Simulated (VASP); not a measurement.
# AgI (P6_3mc) in VASP: notebook

The runs below take AgI through single point, with PBE, r2SCAN.

Everything below comes from runs of VASP 6.6.1. Logs are shortened: lines on timing, memory, paths and dates and some standing lists are left out, and cuts for length are marked.

### 1 The cell of the first run

It takes space group P6_3mc (No. 186, hexagonal). Conventional cell: a = 4.651 Å, b = 4.651 Å, c = 7.599 Å, α = 90.00°, β = 90.00°, γ = 120.00°. Within 3.8 Å of Ag (site symmetry 3m) lie 4 I at 2.85 Å. Within 3.8 Å of I (site symmetry 3m) lie 4 Ag at 2.85 Å.

### 2 Single point, PBE

INCAR

```
PREC     = Accurate       # precision mode
ENCUT    = 500            # plane-wave cutoff, eV
EDIFF    = 1E-6           # SCF threshold, eV
ISMEAR   = -1             # smearing method
SIGMA    = 0.02           # smearing width, eV
LREAL    = False          # projectors in reciprocal space
LASPH    = True           # aspherical terms in the spheres
NELM     = 120            # most SCF steps
ALGO     = Normal         # electronic algorithm
ISIF     = 2              # what is computed and relaxed
LWAVE    = False          # write WAVECAR
LCHARG   = False          # write CHGCAR
GGA      = PE             # functional
NBANDS   = 26             # bands
GGA_COMPAT= False
```

KPOINTS

```
regular mesh
0
Gamma
  6 6 4
```

POSCAR

```
AgI
1.0
    4.6508717428      0.0000000000      0.0000000000
   -2.3254358714      4.0277730790      0.0000000000
    0.0000000000      0.0000000000      7.5992966883
Ag I
2 2
Direct
    0.3333333333      0.6666666667      0.0000048568
    0.6666666667      0.3333333333      0.5000048568
    0.3333333333      0.6666666667      0.3749951432
    0.6666666667      0.3333333333      0.8749951432
```

Potentials or basis: VASP PAW PBE potentials, release 64 (Ag, I).

On the command line:

```
$ cat potpaw_PBE.64/Ag/POTCAR potpaw_PBE.64/I/POTCAR > POTCAR
$ mpirun -np 1 vasp_std > vasp.out
```

OUTCAR:

```text
PREC = Accurate
   ENCUT = 500
   EDIFF = 1E-6
   ISMEAR = -1
   LREAL = False
   LASPH = True
   NELM = 120
   ISIF = 2
   GGA = PE

 ion  position               nearest neighbor table
   1  0.333  0.667  0.000-   4 2.85   4 2.85   4 2.85   3 2.85
   2  0.667  0.333  0.500-   3 2.85   3 2.85   3 2.85   4 2.85
   3  0.333  0.667  0.375-   2 2.85   2 2.85   2 2.85   1 2.85
   4  0.667  0.333  0.875-   1 2.85   1 2.85   1 2.85   2 2.85

  LATTYP: Found a hexagonal cell.
 ALAT       =     4.6508717428
 C/A-ratio  =     1.6339510330

  Lattice vectors:

 A1 = (   4.6508717428,   0.0000000000,   0.0000000000)
 A2 = (  -2.3254358714,   4.0277730790,   0.0000000000)
 A3 = (   0.0000000000,   0.0000000000,   7.5992966883)

Analysis of symmetry for initial positions (statically):
=====================================================================
 Subroutine PRICEL returns:
 Original cell was already a primitive cell.

 Routine SETGRP: Setting up the symmetry group for a
 hexagonal supercell.

 Subroutine GETGRP returns: Found 12 space group operations
 (whereof  6 operations were pure point group operations)
 out of a pool of 24 trial point group operations.

The static configuration has the point symmetry C_3v.
 The point group associated with its full space group is C_6v.

Analysis of symmetry for dynamics (positions and initial velocities):
=====================================================================
 Subroutine PRICEL returns:
 Original cell was already a primitive cell.

 Routine SETGRP: Setting up the symmetry group for a
 hexagonal supercell.

 Subroutine GETGRP returns: Found 12 space group operations
 (whereof  6 operations were pure point group operations)
 out of a pool of 24 trial point group operations.

The dynamic configuration has the point symmetry C_3v.
 The point group associated with its full space group is C_6v.

 Subroutine INISYM returns: Found 12 space group operations
 (whereof  6 operations are pure point group operations),
 and found     1 'primitive' translations

----------------------------------------------------------------------------------------

                                     Primitive cell

  volume of cell :     142.3550

  direct lattice vectors                    reciprocal lattice vectors
     4.650871743  0.000000000  0.000000000     0.215013455  0.124138076  0.000000000
    -2.325435871  4.027773079  0.000000000     0.000000000  0.248276152  0.000000000
     0.000000000  0.000000000  7.599296688     0.000000000  0.000000000  0.131591125

  length of vectors
     4.650871743  4.650871743  7.599296688     0.248276152  0.248276152  0.131591125

  position of ions in fractional coordinates (direct lattice)
     0.333333333  0.666666667  0.000004857
     0.666666667  0.333333333  0.500004857
     0.333333333  0.666666667  0.374995143
     0.666666667  0.333333333  0.874995143

  ion indices of the primitive-cell ions
   primitive index   ion index
                 1           1
                 2           2
                 3           3
                 4           4

----------------------------------------------------------------------------------------

 KPOINTS: regular mesh

Automatic generation of k-mesh.
 Grid dimensions read from file:
 generate k-points for:    6    6    4

 Generating k-lattice:

  Cartesian coordinates                     Fractional coordinates (reciprocal lattice)
     0.035835576  0.020689679  0.000000000     0.166666667  0.000000000  0.000000000
     0.000000000  0.041379359  0.000000000     0.000000000  0.166666667  0.000000000
     0.000000000  0.000000000  0.032897781     0.000000000  0.000000000  0.250000000

  Length of vectors
     0.041379359  0.041379359  0.032897781

  Shift w.r.t. Gamma in fractional coordinates (k-lattice)
     0.000000000  0.000000000  0.000000000

 Subroutine IBZKPT returns following result:
 ===========================================

 Found     21 irreducible k-points:

 Following reciprocal coordinates:
            Coordinates               Weight
  0.000000  0.000000  0.000000      1.000000
  0.166667 -0.000000  0.000000      6.000000
  0.333333 -0.000000  0.000000      6.000000
  0.500000 -0.000000  0.000000      3.000000
  0.166667  0.166667  0.000000      6.000000
  0.333333  0.166667  0.000000     12.000000
[... 13 lines left out ...]
  0.333333  0.166667  0.500000     12.000000
  0.333333  0.333333  0.500000      2.000000
   k-points           NKPTS =     21   k-points in BZ     NKDIM =     21   number of bands    NBANDS=     26
   number of dos      NEDOS =    301   number of ions     NIONS =      4
   total plane-waves  NPLWV =  72576
   dimension x,y,z NGX =    36 NGY =   36 NGZ =   56
   dimension x,y,z NGXF=    72 NGYF=   72 NGZF=  112
   ions per type =               2   2
   NGX,Y,Z   is equivalent  to a cutoff of  12.87, 12.87, 12.25 a.u.
   NGXF,Y,Z  is equivalent  to a cutoff of  25.74, 25.74, 24.50 a.u.
 SYSTEM =  unknown system
   PREC   = accura    normal or accurate (medium, high low for compatibility)
   ISTART =      0    job   : 0-new  1-cont  2-samecut
   ICHARG =      2    charge: 1-file 2-atom 10-const
   ISPIN  =      1    spin polarized calculation?
   LNONCOLLINEAR =      F non collinear calculations
   LSORBIT =      F    spin-orbit coupling
   LASPH  =      T    aspherical Exc in radial PAW
   ENCUT  =  500.0 eV  36.75 Ry    6.06 a.u.   8.48  8.48 13.86*2*pi/ulx,y,z
   NELM   =    120;   NELMIN=  2; NELMDL= -5     # of ELM steps
   EDIFF  = 0.1E-05   stopping-criterion for ELM
   LREAL  =      F    real-space projection
   EDIFFG = 0.1E-04   stopping-criterion for IOM
   NSW    =      0    number of steps for IOM
   IBRION =     -1    ionic relax: 0-MD 1-quasi-New 2-CG
   NFREE  =      0    steps in history (QN), initial steepest desc. (CG)
   ISIF   =      2    stress and relaxation
   ISYM   =      2    0-nonsym 1-usesym 2-fastsym
   POTIM  = 0.5000    time-step for ionic-motion
   TEBEG  =    0.0;   TEEND  =   0.0 temperature during run
   PSTRESS=    0.0 pullay stress
   NELECT =      36.0000    total number of electrons
   NUPDOWN=      -1.0000    fix difference up-down
   EMIN   =  10.00;   EMAX   =-10.00  energy-range for DOS
   EFERMI =   0.00;   METHOD = LEGACY
   ISMEAR =    -1;   SIGMA  =   0.02  broadening in eV -4-tet -1-fermi 0-gaus
   EFERMI_NEDOS =   21; number of points for ismear=-14 and -15
   IALGO  =     38    algorithm
   IMIX   =      4    mixing-type and parameters
     AMIX     =   0.40;   BMIX     =  1.00
     AMIX_MAG =   1.60;   BMIX_MAG =  1.00
  volume/ion in A,a.u.               =      35.59       240.16
  Fermi-wavevector in a.u.,A,eV,Ry     =   1.035265  1.956367 14.582357  1.071773
  Thomas-Fermi vector in A             =   2.169600
   LORBIT       =      0    0 simple, 1 ext, 2 COOP (PROOUT), +10 PAW based schemes
   GGA     = PE    functional components
   LHFCALC =     F    Hartree Fock is set to
   AEXX    =    0.0000 exact exchange contribution
   IVDW    =     0    specifies the selected vdW correction
   LEPSILON=     F    determine dielectric tensor
   LRPA    =     F    only Hartree local field effects (RPA)
 non-spin polarized calculation
  energy-cutoff  :      500.00
  volume of cell :      142.36
 maximum number of plane-waves:      3657
 NGX is ok and might be reduce to    36
   NGX = 17   NGY = 17   NGZ = 27

 number of electron      36.0000001 magnetization

 Free energy of the ion-electron system (eV)
  ---------------------------------------------------
  ext. energy  EPLUGINS =         0.00000000
  ---------------------------------------------------
  free energy    TOTEN  =        -9.57467910 eV

  energy without entropy =       -9.57467910  energy(sigma->0) =       -9.57467910

 E-fermi :   3.1259     XC(G=0):  -8.2491

 val. band max:        2.7107933630   @ k =   0.0000   0.0000   0.0000
 cond. band min:       4.0802810418   @ k =   0.0000   0.0000   0.0000
 fundamental gap:      1.3694876788
 Fermi energy:         3.1258788869

 k-point     1 :       0.0000    0.0000    0.0000
  band No.  band energies     occupation
      1      -9.8871      2.00000
      2      -9.6245      2.00000
      3      -1.2655      2.00000
      4      -1.2638      2.00000
      5      -1.2638      2.00000
      6      -1.1794      2.00000
[... 18 lines left out ...]
     25       9.3915      0.00000
     26       9.9817      0.00000

 k-point     2 :       0.1667   -0.0000    0.0000
  band No.  band energies     occupation
      1      -9.8307      2.00000
      2      -9.5971      2.00000
      3      -1.3118      2.00000
      4      -1.2274      2.00000
      5      -1.2220      2.00000
      6      -1.1336      2.00000
[... 18 lines left out ...]
     25       9.6328      0.00000
     26       9.9009      0.00000

 k-point     3 :       0.3333   -0.0000    0.0000
  band No.  band energies     occupation
      1      -9.7051      2.00000
      2      -9.5504      2.00000
      3      -1.3724      2.00000
      4      -1.2248      2.00000
      5      -1.1442      2.00000
      6      -1.0305      2.00000
[... 18 lines left out ...]
     25      10.1037      0.00000
     26      10.4697      0.00000

 k-point     4 :       0.5000   -0.0000    0.0000
  band No.  band energies     occupation
      1      -9.6270      2.00000
      2      -9.5398      2.00000
      3      -1.3582      2.00000
      4      -1.2517      2.00000
      5      -1.1097      2.00000
      6      -0.9406      2.00000
[... 18 lines left out ...]
     25      10.2209      0.00000
     26      11.8364      0.00000
[... 409 lines left out ...]
      1      -9.6499      2.00000
      2      -9.6499      2.00000
      3      -1.3884      2.00000
      4      -1.3884      2.00000
      5      -1.1230      2.00000
      6      -1.1230      2.00000
[... 18 lines left out ...]
     25       9.8017      0.00000
     26       9.8017      0.00000

 k-point    20 :       0.3333    0.1667    0.5000
  band No.  band energies     occupation
      1      -9.5823      2.00000
      2      -9.5823      2.00000
      3      -1.3732      2.00000
      4      -1.3732      2.00000
      5      -1.0519      2.00000
      6      -1.0519      2.00000
[... 18 lines left out ...]
     25      10.1924      0.00000
     26      10.1924      0.00000

 k-point    21 :       0.3333    0.3333    0.5000
  band No.  band energies     occupation
      1      -9.5597      2.00000
      2      -9.5597      2.00000
      3      -1.2634      2.00000
      4      -1.2634      2.00000
      5      -1.1035      2.00000
      6      -1.1035      2.00000
[... 18 lines left out ...]
     25      10.9149      0.00000
     26      10.9149      0.00000

------------------------ aborting loop because EDIFF is reached ----------------------------------------

  FORCE on cell =-STRESS in cart. coord.  units (eV):
  Direction    XX          YY          ZZ          XY          YZ          ZX
  --------------------------------------------------------------------------------------
  -------------------------------------------------------------------------------------
  Total        0.5062140      0.5062140      0.5328671     -0.0000000      0.0000000      0.0000000
  in kB        5.6973380      5.6973380      5.9973129     -0.0000000      0.0000000      0.0000000
  external PRESSURE =       5.7973296 kB  Pullay stress =       0.0000000 kB

 VOLUME and BASIS-vectors are now :
 -----------------------------------------------------------------------------
  energy-cutoff  :      500.00
  volume of cell :      142.36
      direct lattice vectors                 reciprocal lattice vectors
     4.650871743  0.000000000  0.000000000     0.215013455  0.124138076  0.000000000
    -2.325435871  4.027773079  0.000000000     0.000000000  0.248276152  0.000000000
     0.000000000  0.000000000  7.599296688     0.000000000  0.000000000  0.131591125

 POSITION                                       TOTAL-FORCE (eV/Angst)
 -----------------------------------------------------------------------------------
     -0.00000      2.68518      0.00004        -0.000000     -0.000000     -0.000515
      2.32544      1.34259      3.79969         0.000000      0.000000     -0.000515
     -0.00000      2.68518      2.84970         0.000000      0.000000      0.000515
      2.32544      1.34259      6.64935         0.000000     -0.000000      0.000515
 -----------------------------------------------------------------------------------
    total drift:                               -0.000000      0.000000      0.000665

  FREE ENERGIE OF THE ION-ELECTRON SYSTEM (eV)
  ---------------------------------------------------
  free  energy   TOTEN  =        -9.5746790989 eV

  energy  without entropy=       -9.5746790989  energy(sigma->0) =       -9.57467910
```

Wall time 68 s (1 thread of Intel Xeon Platinum 8259CL at 2.50GHz (Skylake/Cascade Lake), shared host); peak memory 0.28 GiB.

What came out:

- Free energy: -9.5747 eV
- Pressure: 0.6 GPa
- Band gap on the k mesh: 1.37 eV

Levels at points of the mesh, in eV from the valence-band top:
| k point | band 14 | band 15 | band 16 | band 17 | band 18 | band 19 | band 20 | band 21 | band 22 | band 23 |
| --- | --- | --- | --- | --- | --- | --- | --- | --- | --- | --- |
| (0.00, 0.00, 0.00) | -0.66 | -0.66 | -0.06 | 0.00 | 0.00 | 1.37 | 2.66 | 5.81 | 5.81 | 5.97 |
| (0.50, 0.00, 0.00) | -2.48 | -2.06 | -1.66 | -0.96 | -0.67 | 3.32 | 3.63 | 4.87 | 5.84 | 6.29 |
| (0.00, 0.00, 0.50) | -1.60 | -0.34 | -0.34 | -0.34 | -0.34 | 2.65 | 2.65 | 5.64 | 5.64 | 6.10 |
| (0.50, 0.00, 0.50) | -2.66 | -1.16 | -1.16 | -1.15 | -1.15 | 3.29 | 3.29 | 4.91 | 4.91 | 7.31 |

Caveat: spin-orbit coupling is left out, which moves the levels of the heavy elements.

### 3 Single point, PBE (epitaxial xy strain +1.5%)

INCAR

```
PREC = Accurate
ENCUT = 500
EDIFF = 1E-6
ISMEAR = -1
SIGMA = 0.02
LREAL = F
LASPH = T
NELM = 120
ALGO = Normal
ISIF = 2
LWAVE = F
LCHARG = F
GGA = PE
NBANDS = 26
GGA_COMPAT = F
```

KPOINTS

```
Automatic mesh
0
Gamma
  6 6 4
```

POSCAR

```
AgI
1.0
    4.7206348190      0.0000000000      0.0000000000
   -2.3603174095      4.0881896752      0.0000000000
    0.0000000000      0.0000000000      7.4634068909
Ag I
2 2
Direct
    0.3333333333      0.6666666667     -0.0046908123
    0.6666666667      0.3333333333      0.4953091877
    0.3333333333      0.6666666667      0.3796908123
    0.6666666667      0.3333333333      0.8796908123
```

Potentials or basis: VASP PAW PBE potentials, release 64 (Ag, I).

On the command line:

```
$ cat potpaw_PBE.64/Ag/POTCAR potpaw_PBE.64/I/POTCAR > POTCAR
$ mpirun -np 1 vasp_std > vasp.out
```

OUTCAR:

```text
PREC = Accurate
   ENCUT = 500
   EDIFF = 1E-6
   ISMEAR = -1
   LREAL = F
   LASPH = T
   NELM = 120
   ISIF = 2
   GGA = PE

 ion  position               nearest neighbor table
   1  0.333  0.667  0.995-   4 2.86   4 2.86   4 2.86   3 2.87
   2  0.667  0.333  0.495-   3 2.86   3 2.86   3 2.86   4 2.87
   3  0.333  0.667  0.380-   2 2.86   2 2.86   2 2.86   1 2.87
   4  0.667  0.333  0.880-   1 2.86   1 2.86   1 2.86   2 2.87

  LATTYP: Found a hexagonal cell.
 ALAT       =     4.7206348190
[... 801 lines left out ...]

  FORCE on cell =-STRESS in cart. coord.  units (eV):
  Direction    XX          YY          ZZ          XY          YZ          ZX
  --------------------------------------------------------------------------------------
  -------------------------------------------------------------------------------------
  Total        0.0406116      0.0406116      0.5489120      0.0000000     -0.0000000     -0.0000000
  in kB        0.4517433      0.4517433      6.1058308      0.0000000     -0.0000000     -0.0000000
  external PRESSURE =       2.3364392 kB  Pullay stress =       0.0000000 kB

 VOLUME and BASIS-vectors are now :
 -----------------------------------------------------------------------------
  energy-cutoff  :      500.00
  volume of cell :      144.04
      direct lattice vectors                 reciprocal lattice vectors
     4.720634819  0.000000000  0.000000000     0.211835916  0.122303523  0.000000000
    -2.360317409  4.088189675  0.000000000     0.000000000  0.244607046  0.000000000
     0.000000000  0.000000000  7.463406891     0.000000000  0.000000000  0.133987067

 POSITION                                       TOTAL-FORCE (eV/Angst)
 -----------------------------------------------------------------------------------
     -0.00000      2.72546      7.42840         0.000000      0.000000      0.005265
      2.36032      1.36273      3.69669         0.000000     -0.000000      0.005265
     -0.00000      2.72546      2.83379        -0.000000     -0.000000     -0.005265
      2.36032      1.36273      6.56549         0.000000      0.000000     -0.005265
 -----------------------------------------------------------------------------------
    total drift:                               -0.000000      0.000000      0.000410

  FREE ENERGIE OF THE ION-ELECTRON SYSTEM (eV)
  ---------------------------------------------------
  free  energy   TOTEN  =        -9.5729823431 eV

  energy  without entropy=       -9.5729823431  energy(sigma->0) =       -9.57298234
```

Wall time 69 s (1 thread of Intel Xeon Platinum 8259CL at 2.50GHz (Skylake/Cascade Lake), shared host); peak memory 0.28 GiB.

Results:

```yaml
Free_energy: -9.5730 eV
Pressure: 0.2 GPa
Largest_force: 0.005 eV/Å
Band_gap_on_the_k_mesh: 1.39 eV
```

Forces in eV/Å, atoms in the order of the input:
```
Ag   0.000  0.000  0.005
Ag   0.000  0.000  0.005
I    0.000  0.000 -0.005
I    0.000  0.000 -0.005
```

Levels at points of the mesh, in eV from the valence-band top:
| k point | band 16 | band 17 | band 18 | band 19 | band 20 | band 21 |
| --- | --- | --- | --- | --- | --- | --- |
| (0.00, 0.00, 0.00) | -0.06 | 0.00 | 0.00 | 1.39 | 2.48 | 5.73 |
| (0.50, 0.00, 0.00) | -1.66 | -0.88 | -0.70 | 3.36 | 3.53 | 5.00 |
| (0.00, 0.00, 0.50) | -0.33 | -0.33 | -0.33 | 2.60 | 2.60 | 5.70 |
| (0.50, 0.00, 0.50) | -1.17 | -1.03 | -1.03 | 3.37 | 3.37 | 4.91 |

Caveat: the cell differs from its parent crystal (epitaxial xy strain +1.5%); spin-orbit coupling is left out, which moves the levels of the heavy elements.

(Part 1 of 2 ends here.)
